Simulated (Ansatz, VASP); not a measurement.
## Ta2N in VASP and in Ansatz

File INCAR:

```
SYSTEM = Ta2N
PREC     = Accurate       ! precision mode
ENCUT    = 520            ! plane-wave cutoff, eV
EDIFF    = 1E-6           ! SCF threshold, eV
ISMEAR   = 0              ! smearing method
SIGMA    = 0.15           ! smearing width, eV
LREAL    = .False.        ! projectors in reciprocal space
LASPH    = .True.         ! aspherical terms in the spheres
NELM     = 100            ! most SCF steps
ALGO     = Normal         ! electronic algorithm
ISIF     = 2              ! what is computed and relaxed
LWAVE    = .False.        ! write WAVECAR
LCHARG   = .True.         ! write CHGCAR
GGA      = PS             ! functional
LELF     = .True.         ! ELF
LVHAR    = .True.       
NBANDS   = 20             ! bands
```

The input KPOINTS:

```
Automatic mesh
0
Gamma
  18 18 10
  0 0 0
```

POSCAR

```
Ta2N
1.0
    2.9639437971      0.0000000000      0.0000000000
   -1.4819718986      2.5668506237      0.0000000000
    0.0000000000      0.0000000000      4.7870656267
Ta N
2 1
Direct
    0.6666666667      0.3333333333      0.7463700642
    0.3333333333      0.6666666667      0.2536299358
    0.0000000000      0.0000000000      0.0000000000
```

Input for Ansatz:

```yaml
crystal:
  lattice:
    - [2.9639437971, 0.0, 0.0]
    - [-1.4819718986, 2.5668506237, 0.0]
    - [0.0, 0.0, 4.7870656267]
  atoms:
    - { symbol: Ta, position: [0.6666666667, 0.3333333333, 0.7463700642] }
    - { symbol: Ta, position: [0.3333333333, 0.6666666667, 0.2536299358] }
    - { symbol: "N", position: [0.0, 0.0, 0.0] }
basis:
  ecutwfc: 520.0
kpoints:
  mp_grid: { grid: [18, 18, 10] }
hamiltonian:
  xc: pbesol
  pseudopotentials: { kind: paw, azcp: { folder: soft_1 } }
scf:
  occupations: { method: gaussian, width: 0.15 }
output:
  forces: true
  stress: true
  eigenvalues: true
```

Alike in both runs: task single point; functional PBEsol; k mesh 18 × 18 × 10; occupations gaussian, width 0.15 eV; no spin polarisation.

|  | VASP | Ansatz |
| --- | --- | --- |
| version | VASP 6.6.1 | Ansatz 0.2.0 |
| potentials or method | VASP PAW PBE potentials, release 64 (Ta_pv, N), cutoff 520 eV | scalar-relativistic, plane waves, PAW |
| valence electrons in the cell | 27 | 31 |

VASP gave:

| Property | Result |
| --- | --- |
| gap on the k mesh at the Fermi level (eV) | none |
| rms of the force components (eV/Å) | 0.479 |

Task: Estimate Ansatz's values.

Result: gap on the k mesh at the Fermi level (eV): none; rms of the force components (eV/Å): 0.446.

VASP's potentials were made for PBE, not for PBEsol, and Ansatz warns of the same on its side. Atom by atom the forces differ by 0.034 eV/Å (rms over components). A gap of «none» marks a metal or a gap that the smearing closes. VASP's potentials hold 27 valence electrons a cell and Ansatz's 31, so a difference there can come from the potentials and not from the codes.

Spin-orbit coupling is off throughout.
